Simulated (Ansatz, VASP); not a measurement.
Two plane-wave programs on RbBr

```
Rb Br
1.0
     0.00000    3.47645    3.47645
     3.47645    0.00000    3.47645
     3.47645    3.47645    0.00000
Rb Br
1 1
Direct
  0.00000 0.00000 0.00000
  0.50000 0.50000 0.50000
```

Alike in both runs: functional revPBE; dispersion D3(BJ); k mesh 4 × 4 × 4; no spin polarisation.

Ansatz relaxed the structure, and its values are those at the end. VASP's run is a single point on that final structure, the one shown.

```csv
,VASP,Ansatz
version,VASP 6.6.1,Ansatz 0.2.0
potentials or method,"VASP PAW PBE potentials, release 64 (Rb_sv, Br)","plane waves, PAW"
plane-wave cutoff (eV),500,420
occupations,"gaussian, width 0.01 eV",fixed
valence electrons in the cell,16,16
```

```csv
,VASP,Ansatz,Ansatz less VASP
pressure (GPa),0.0,0.0,-0.02
```

VASP's potentials were made for PBE, not for revPBE. Ansatz's warnings: stress scf threshold loose.
